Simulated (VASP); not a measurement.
# Si3Ge (P4/mmm) in VASP: a series of runs

The runs below take Si3Ge through single point, relaxation of cell and atoms, with PBE.

Everything below comes from runs of VASP 6.6.1. Logs are shortened: lines on timing, memory, paths and dates and some standing lists are left out, and cuts for length are marked.

### 1 The cell of the first run

Symmetry: P4/mmm, No. 123, tetragonal system. Conventional cell: a = 3.727 Å, b = 3.727 Å, c = 4.837 Å, α = 90.00°, β = 90.00°, γ = 90.00°. Si (site symmetry mmm) has 2 Ge at 1.86 Å within 2.5 Å. Within 4.0 Å of Si (site symmetry 4/mmm) lie 12 Si at 3.05 to 3.73 Å and 8 Ge at 3.58 Å. Ge (site symmetry 4/mmm) has 4 Si at 1.86 Å within 2.5 Å.

### 2 Single point, PBE

The input, INCAR:

```
SYSTEM = Si3Ge
PREC     = Accurate       ! precision mode
ENCUT    = 520            ! plane-wave cutoff, eV
EDIFF    = 1E-6           ! SCF threshold, eV
ISMEAR   = 0              ! smearing method
SIGMA    = 0.1            ! smearing width, eV
LREAL    = .False.        ! projectors in reciprocal space
LASPH    = .True.         ! aspherical terms in the spheres
NELM     = 80             ! most SCF steps
ALGO     = Normal         ! electronic algorithm
ISIF     = 2              ! what is computed and relaxed
LWAVE    = .False.        ! write WAVECAR
LCHARG   = .False.        ! write CHGCAR
GGA      = PE             ! functional
NBANDS   = 21             ! bands
```

The input, KPOINTS:

```
Automatic mesh
0
Gamma
  6 6 4
  0 0 0
```

The input, POSCAR:

```
Si3Ge
1.0
    3.7266508700      0.0000000000      0.0000000000
    0.0000000000      3.7266508700      0.0000000000
    0.0000000000      0.0000000000      4.8367554200
Si Ge
3 1
Direct
    0.0000000000      0.5000000000      0.0000000000
    0.5000000000      0.0000000000      0.0000000000
    0.0000000000      0.0000000000      0.5000000000
    0.5000000000      0.5000000000      0.0000000000
```

Potentials or basis: VASP PAW PBE potentials, release 64 (Si, Ge_d).

On the command line:

```sh
$ cat potpaw_PBE.64/Si/POTCAR potpaw_PBE.64/Ge_d/POTCAR > POTCAR
$ mpirun -np 1 vasp_std > vasp.out
```

OUTCAR:

```text
SYSTEM = Si3Ge
   PREC = Accurate
   ENCUT = 520
   EDIFF = 1E-6
   ISMEAR = 0
   LREAL = .False.
   LASPH = .True.
   NELM = 80
   ISIF = 2
   GGA = PE

 ion  position               nearest neighbor table
   1  0.000  0.500  0.000-   4 1.86   4 1.86   2 2.64   2 2.64   2 2.64   2 2.64   3 3.05   3 3.05
                             3 3.05   3 3.05
   2  0.500  0.000  0.000-   4 1.86   4 1.86   1 2.64   1 2.64   1 2.64   1 2.64   3 3.05   3 3.05
                             3 3.05   3 3.05
   3  0.000  0.000  0.500-   1 3.05   2 3.05   1 3.05   2 3.05   1 3.05   1 3.05   2 3.05   2 3.05

   4  0.500  0.500  0.000-   1 1.86   2 1.86   2 1.86   1 1.86

  LATTYP: Found a simple tetragonal cell.
 ALAT       =     3.7266508700
 C/A-ratio  =     1.2978826267

  Lattice vectors:

 A1 = (   3.7266508700,   0.0000000000,   0.0000000000)
 A2 = (   0.0000000000,   3.7266508700,   0.0000000000)
 A3 = (   0.0000000000,   0.0000000000,   4.8367554200)

Analysis of symmetry for initial positions (statically):
=====================================================================
 Subroutine PRICEL returns:
 Original cell was already a primitive cell.

 Routine SETGRP: Setting up the symmetry group for a
 simple tetragonal supercell.

 Subroutine GETGRP returns: Found 16 space group operations
 (whereof 16 operations were pure point group operations)
 out of a pool of 16 trial point group operations.

The static configuration has the point symmetry D_4h.

Analysis of symmetry for dynamics (positions and initial velocities):
=====================================================================
 Subroutine PRICEL returns:
 Original cell was already a primitive cell.

 Routine SETGRP: Setting up the symmetry group for a
 simple tetragonal supercell.

 Subroutine GETGRP returns: Found 16 space group operations
 (whereof 16 operations were pure point group operations)
 out of a pool of 16 trial point group operations.

The dynamic configuration has the point symmetry D_4h.

 Subroutine INISYM returns: Found 16 space group operations
 (whereof 16 operations are pure point group operations),
 and found     1 'primitive' translations

----------------------------------------------------------------------------------------

                                     Primitive cell

  volume of cell :      67.1725

  direct lattice vectors                    reciprocal lattice vectors
     3.726650870  0.000000000  0.000000000     0.268337452  0.000000000  0.000000000
     0.000000000  3.726650870  0.000000000     0.000000000  0.268337452  0.000000000
     0.000000000  0.000000000  4.836755420     0.000000000  0.000000000  0.206750169

  length of vectors
     3.726650870  3.726650870  4.836755420     0.268337452  0.268337452  0.206750169

  position of ions in fractional coordinates (direct lattice)
     0.000000000  0.500000000  0.000000000
     0.500000000  0.000000000  0.000000000
     0.000000000  0.000000000  0.500000000
     0.500000000  0.500000000  0.000000000

  ion indices of the primitive-cell ions
   primitive index   ion index
                 1           1
                 2           2
                 3           3
                 4           4

----------------------------------------------------------------------------------------

 KPOINTS: Automatic mesh

Automatic generation of k-mesh.
 Grid dimensions read from file:
 generate k-points for:    6    6    4

 Generating k-lattice:

  Cartesian coordinates                     Fractional coordinates (reciprocal lattice)
     0.044722909  0.000000000  0.000000000     0.166666667  0.000000000  0.000000000
     0.000000000  0.044722909  0.000000000     0.000000000  0.166666667  0.000000000
     0.000000000  0.000000000  0.051687542     0.000000000  0.000000000  0.250000000

  Length of vectors
     0.044722909  0.044722909  0.051687542

  Shift w.r.t. Gamma in fractional coordinates (k-lattice)
     0.000000000  0.000000000  0.000000000

 Subroutine IBZKPT returns following result:
 ===========================================

 Found     30 irreducible k-points:

 Following reciprocal coordinates:
            Coordinates               Weight
  0.000000  0.000000  0.000000      1.000000
  0.166667  0.000000  0.000000      4.000000
  0.333333  0.000000  0.000000      4.000000
  0.500000  0.000000  0.000000      2.000000
  0.166667  0.166667  0.000000      4.000000
  0.333333  0.166667  0.000000      8.000000
[... 16 lines left out ...]
  0.333333  0.000000  0.500000      4.000000
  0.500000  0.000000  0.500000      2.000000
 [... further k-points ...]
   k-points           NKPTS =     30   k-points in BZ     NKDIM =     30   number of bands    NBANDS=     21
   number of dos      NEDOS =    301   number of ions     NIONS =      4
   total plane-waves  NPLWV =  28224
   dimension x,y,z NGX =    28 NGY =   28 NGZ =   36
   dimension x,y,z NGXF=    56 NGYF=   56 NGZF=   72
   ions per type =               3   1
   NGX,Y,Z   is equivalent  to a cutoff of  12.49, 12.49, 12.37 a.u.
   NGXF,Y,Z  is equivalent  to a cutoff of  24.98, 24.98, 24.75 a.u.
 SYSTEM =  Si3Ge
   PREC   = accura    normal or accurate (medium, high low for compatibility)
   ISTART =      0    job   : 0-new  1-cont  2-samecut
   ICHARG =      2    charge: 1-file 2-atom 10-const
   ISPIN  =      1    spin polarized calculation?
   LNONCOLLINEAR =      F non collinear calculations
   LSORBIT =      F    spin-orbit coupling
   LASPH  =      T    aspherical Exc in radial PAW
   ENCUT  =  520.0 eV  38.22 Ry    6.18 a.u.   6.93  6.93  8.99*2*pi/ulx,y,z
   NELM   =     80;   NELMIN=  2; NELMDL= -5     # of ELM steps
   EDIFF  = 0.1E-05   stopping-criterion for ELM
   LREAL  =      F    real-space projection
   EDIFFG = 0.1E-04   stopping-criterion for IOM
   NSW    =      0    number of steps for IOM
   IBRION =     -1    ionic relax: 0-MD 1-quasi-New 2-CG
   NFREE  =      0    steps in history (QN), initial steepest desc. (CG)
   ISIF   =      2    stress and relaxation
   ISYM   =      2    0-nonsym 1-usesym 2-fastsym
   POTIM  = 0.5000    time-step for ionic-motion
   TEBEG  =    0.0;   TEEND  =   0.0 temperature during run
   PSTRESS=    0.0 pullay stress
   NELECT =      26.0000    total number of electrons
   NUPDOWN=      -1.0000    fix difference up-down
   EMIN   =  10.00;   EMAX   =-10.00  energy-range for DOS
   EFERMI =   0.00;   METHOD = LEGACY
   ISMEAR =     0;   SIGMA  =   0.10  broadening in eV -4-tet -1-fermi 0-gaus
   EFERMI_NEDOS =   21; number of points for ismear=-14 and -15
   IALGO  =     38    algorithm
   IMIX   =      4    mixing-type and parameters
     AMIX     =   0.40;   BMIX     =  1.00
     AMIX_MAG =   1.60;   BMIX_MAG =  1.00
  volume/ion in A,a.u.               =      16.79       113.33
  Fermi-wavevector in a.u.,A,eV,Ry     =   1.193078  2.254590 19.367004  1.423435
  Thomas-Fermi vector in A             =   2.329101
   LORBIT       =      0    0 simple, 1 ext, 2 COOP (PROOUT), +10 PAW based schemes
   GGA     = PE    functional components
   LHFCALC =     F    Hartree Fock is set to
   AEXX    =    0.0000 exact exchange contribution
   IVDW    =     0    specifies the selected vdW correction
   LEPSILON=     F    determine dielectric tensor
   LRPA    =     F    only Hartree local field effects (RPA)
 non-spin polarized calculation
 Gauss-broadening in eV      SIGMA  =   0.10
  energy-cutoff  :      520.00
  volume of cell :       67.17
 maximum number of plane-waves:      1844
 NGX is ok and might be reduce to    28
   NGX = 13   NGY = 13   NGZ = 17

 number of electron      25.9999981 magnetization

 Free energy of the ion-electron system (eV)
  ---------------------------------------------------
  ext. energy  EPLUGINS =         0.00000000
  ---------------------------------------------------
  free energy    TOTEN  =        -6.28067552 eV

  energy without entropy =       -6.26972647  energy(sigma->0) =       -6.27520099

 E-fermi :   7.9748     XC(G=0): -10.4696

 val. band max:        7.9511421073   @ k =   0.5000   0.0000   0.0000
 cond. band min:       8.0170514890   @ k =   0.3333   0.0000   0.5000
 fundamental gap:      0.0659093817
 Fermi energy:         7.9747976886

 k-point     1 :       0.0000    0.0000    0.0000
  band No.  band energies     occupation
      1     -18.8727      2.00000
      2     -18.4700      2.00000
      3     -18.3296      2.00000
      4     -18.2233      2.00000
      5     -18.2233      2.00000
      6      -8.1451      2.00000
[... 13 lines left out ...]
     20      12.9093      0.00000
     21      12.9093      0.00000

 k-point     2 :       0.1667    0.0000    0.0000
  band No.  band energies     occupation
      1     -18.8632      2.00000
      2     -18.4706      2.00000
      3     -18.3234      2.00000
      4     -18.2238      2.00000
      5     -18.2231      2.00000
      6      -7.9006      2.00000
[... 13 lines left out ...]
     20      14.4704      0.00000
     21      14.9217      0.00000

 k-point     3 :       0.3333    0.0000    0.0000
  band No.  band energies     occupation
      1     -18.8448      2.00000
      2     -18.4718      2.00000
      3     -18.3104      2.00000
      4     -18.2248      2.00000
      5     -18.2228      2.00000
      6      -7.2284      2.00000
[... 13 lines left out ...]
     20      14.7017      0.00000
     21      15.1844      0.00000

 k-point     4 :       0.5000    0.0000    0.0000
  band No.  band energies     occupation
      1     -18.8358      2.00000
      2     -18.4723      2.00000
      3     -18.3036      2.00000
      4     -18.2253      2.00000
      5     -18.2226      2.00000
      6      -6.6584      2.00000
[... 13 lines left out ...]
     20      14.9752      0.00000
     21      15.0069      0.00000

 k-point     5 :       0.1667    0.1667    0.0000
  band No.  band energies     occupation
      1     -18.8534      2.00000
      2     -18.4713      2.00000
      3     -18.3176      2.00000
      4     -18.2236      2.00000
      5     -18.2236      2.00000
      6      -7.6565      2.00000
[... 13 lines left out ...]
     20      15.1737      0.00000
     21      15.3892      0.00000

 k-point     6 :       0.3333    0.1667    0.0000
  band No.  band energies     occupation
      1     -18.8343      2.00000
      2     -18.4727      2.00000
      3     -18.3053      2.00000
      4     -18.2246      2.00000
      5     -18.2232      2.00000
      6      -6.9859      2.00000
[... 13 lines left out ...]
     20      15.3981      0.00000
     21      16.0528      0.00000

 k-point     7 :       0.5000    0.1667    0.0000
  band No.  band energies     occupation
      1     -18.8250      2.00000
      2     -18.4734      2.00000
      3     -18.2988      2.00000
      4     -18.2251      2.00000
      5     -18.2230      2.00000
      6      -6.4176      2.00000
[... 13 lines left out ...]
     20      15.0115      0.00000
     21      16.4308      0.00000
[... 291 lines left out ...]
      1     -18.7938      2.00000
      2     -18.4766      2.00000
      3     -18.2833      2.00000
      4     -18.2245      2.00000
      5     -18.2245      2.00000
      6      -5.1593      2.00000
[... 13 lines left out ...]
     20      15.5735      0.00000
     21      17.3945      0.00000

 k-point    21 :       0.0000    0.0000    0.5000
  band No.  band energies     occupation
      1     -18.8727      2.00000
      2     -18.4700      2.00000
      3     -18.3294      2.00000
      4     -18.2234      2.00000
      5     -18.2234      2.00000
      6      -8.0105      2.00000
[... 13 lines left out ...]
     20      12.6974      0.00000
     21      16.0834      0.00000

 k-point    22 :       0.1667    0.0000    0.5000
  band No.  band energies     occupation
      1     -18.8632      2.00000
      2     -18.4706      2.00000
      3     -18.3232      2.00000
      4     -18.2239      2.00000
      5     -18.2232      2.00000
      6      -7.7713      2.00000
[... 13 lines left out ...]
     20      15.1455      0.00000
     21      15.5832      0.00000

 k-point    23 :       0.3333    0.0000    0.5000
  band No.  band energies     occupation
      1     -18.8447      2.00000
      2     -18.4717      2.00000
      3     -18.3102      2.00000
      4     -18.2250      2.00000
      5     -18.2229      2.00000
      6      -7.1211      2.00000
[... 13 lines left out ...]
     20      14.2032      0.00000
     21      15.3204      0.00000

 k-point    24 :       0.5000    0.0000    0.5000
  band No.  band energies     occupation
      1     -18.8358      2.00000
      2     -18.4723      2.00000
      3     -18.3034      2.00000
      4     -18.2255      2.00000
      5     -18.2227      2.00000
      6      -6.5890      2.00000
[... 13 lines left out ...]
     20      14.2495      0.00000
     21      14.3137      0.00000

 [... further k-points ...]

------------------------ aborting loop because EDIFF is reached ----------------------------------------

  FORCE on cell =-STRESS in cart. coord.  units (eV):
  Direction    XX          YY          ZZ          XY          YZ          ZX
  --------------------------------------------------------------------------------------
  -------------------------------------------------------------------------------------
  Total       47.0912188     47.0912188     -5.3399980      0.0000000     -0.0000000      0.0000000
  in kB     1123.2048503   1123.2048503   -127.3679426      0.0000000     -0.0000000      0.0000000
  external PRESSURE =     706.3472526 kB  Pullay stress =       0.0000000 kB

 VOLUME and BASIS-vectors are now :
 -----------------------------------------------------------------------------
  energy-cutoff  :      520.00
  volume of cell :       67.17
      direct lattice vectors                 reciprocal lattice vectors
     3.726650870  0.000000000  0.000000000     0.268337452  0.000000000  0.000000000
     0.000000000  3.726650870  0.000000000     0.000000000  0.268337452  0.000000000
     0.000000000  0.000000000  4.836755420     0.000000000  0.000000000  0.206750169

 POSITION                                       TOTAL-FORCE (eV/Angst)
 -----------------------------------------------------------------------------------
      0.00000      1.86333      0.00000         0.000000      0.000000      0.000000
      1.86333      0.00000      0.00000         0.000000      0.000000      0.000000
      0.00000      0.00000      2.41838         0.000000      0.000000      0.000000
      1.86333      1.86333      0.00000         0.000000      0.000000      0.000000
 -----------------------------------------------------------------------------------
    total drift:                                0.000000      0.000000     -0.000000

  FREE ENERGIE OF THE ION-ELECTRON SYSTEM (eV)
  ---------------------------------------------------
  free  energy   TOTEN  =        -6.2806755177 eV

  energy  without entropy=       -6.2697264699  energy(sigma->0) =       -6.27520099
```

Run time: 37 s. Hardware: 1 thread of Intel Xeon Platinum 8259CL at 2.50GHz (Skylake/Cascade Lake), shared host; peak memory 0.19 GiB.

Results:

| Item | Value |
| --- | --- |
| Free energy | -6.2807 eV |
| Pressure | 70.6 GPa |
| Band gap on the k mesh | zero (band 13 reaches 9.74 eV, above the bottom of band 14 at 6.83 eV) |

[end of part 1 of 2]
